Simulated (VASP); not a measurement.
Write the native input for VASP 6.6.1 that does the following.

* Task: single point
* Functional: PBE
* Potentials or basis: VASP PAW PBE potentials, release 64 (Ca_sv, Al, O)
* Cutoff: 520 eV
* k mesh: 4 × 4 × 4
* Occupations: gaussian, width 0.1 eV
* Spin: collinear spin, ferromagnetic start
* Starting moments: [0.0, 0.0, 0.0, 0.0, 0.0, 1.0] μB
* Dipole correction: no
* Further INCAR settings: ALGO = Normal; EDIFF = 1e-07; NBANDS = 38

The structure of Ca4AlO lies in POSCAR:

```
Ca4AlO
1.0
    0.0000000000      3.9668003000      3.9668003000
    3.9668003000      0.0000000000      3.9668003000
    3.9668003000      3.9668003000      0.0000000000
Ca Al O
4 1 1
Direct
    0.6338570700      0.6338570700      0.6338570700
    0.6338570700      0.6338570700      0.0984287800
    0.6338570700      0.0984287800      0.6338570700
    0.0984287800      0.6338570700      0.6338570700
    0.0000000000      0.0000000000      0.0000000000
    0.2500000000      0.2500000000      0.2500000000
```

The cell was built from a structure type or drawn by symmetry, and may not be a known phase.

One way to write it, as run:

INCAR

```
  ALGO = Normal
  EDIFF = 1E-7
  ENCUT = 520
  GGA = PE
  ISIF = 2
  ISMEAR = 0
  ISPIN = 2
  LASPH = T
  LCHARG = F
  LORBIT = 11
  LREAL = F
  LWAVE = F
  MAGMOM = 0 0 0 0 0 1
  NBANDS = 38
  NELM = 150
  PREC = Accurate
  SIGMA = 0.1
```

KPOINTS

```
k-points
0
Gamma
  4 4 4
```

Potentials or basis: VASP PAW PBE potentials, release 64 (Ca_sv, Al, O).

The run is started by

```bash
$ cat potpaw_PBE.64/Ca_sv/POTCAR potpaw_PBE.64/Al/POTCAR potpaw_PBE.64/O/POTCAR > POTCAR
$ mpirun -np 1 vasp_std > vasp.out
```

It gave:

The pressure is 12.9 GPa, the largest force is 3.090 eV/Å and the net moment is 0.78 μB per cell. The site moments are Ca +0.05; Al +0.05; O +0.11 μB and the valence electrons inside the program's atomic spheres are Ca 8.44; Al 0.80; O 4.73.

Caveat: the cell stands under pressure; forces of over 1 eV/Å act on the atoms, so gaps and moduli don't describe the material at rest.

Run time: 2 min on 1 thread of Oxide Virtual Turin-like Processor, on a shared host, peak memory 0.3 GiB.
